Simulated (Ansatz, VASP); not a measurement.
**Two plane-wave programs on SiBi2Te5**

```
Si Bi Te
1.0
     4.18666    0.00000    0.00000
    -2.09333    3.62575    0.00000
     0.00000    0.00000   17.26512
Si Bi Te
1 2 5
Direct
  0.00000 0.00000 0.50000
  0.33333 0.66667 0.12650
  0.66667 0.33333 0.87350
  0.33333 0.66667 0.41378
  0.66667 0.33333 0.58622
  0.66667 0.33333 0.23394
  0.33333 0.66667 0.76606
  0.00000 0.00000 0.00000
```

Alike in both runs: functional PBE; k mesh 12 × 12 × 2; occupations gaussian, width 0.1 eV; no spin polarisation.

Ansatz relaxed the structure, and its values are those at the end. VASP's run is a single point on that final structure, the one shown.

|  | VASP | Ansatz |
| --- | --- | --- |
| version | VASP 6.6.1 | Ansatz 0.2.0 |
| potentials or method | VASP PAW PBE potentials, release 64 (Si, Bi_d, Te), cutoff 500 eV | scalar-relativistic, plane waves, PAW |
| valence electrons in the cell | 64 | 114 |

Ansatz gave:

```
gap on the k mesh at the Fermi level (eV) : none
pressure (GPa)                            : 0.0
rms of the force components (eV/Å)        : 0.000
```

Estimate VASP's values.

gap on the k mesh at the Fermi level (eV): none; pressure (GPa): 0.0; rms of the force components (eV/Å): 0.005.

A gap of «none» marks a metal or a gap that the smearing closes. VASP's potentials hold 64 valence electrons a cell and Ansatz's 114, so a difference there can come from the potentials and not from the codes.

Spin-orbit coupling is off throughout.
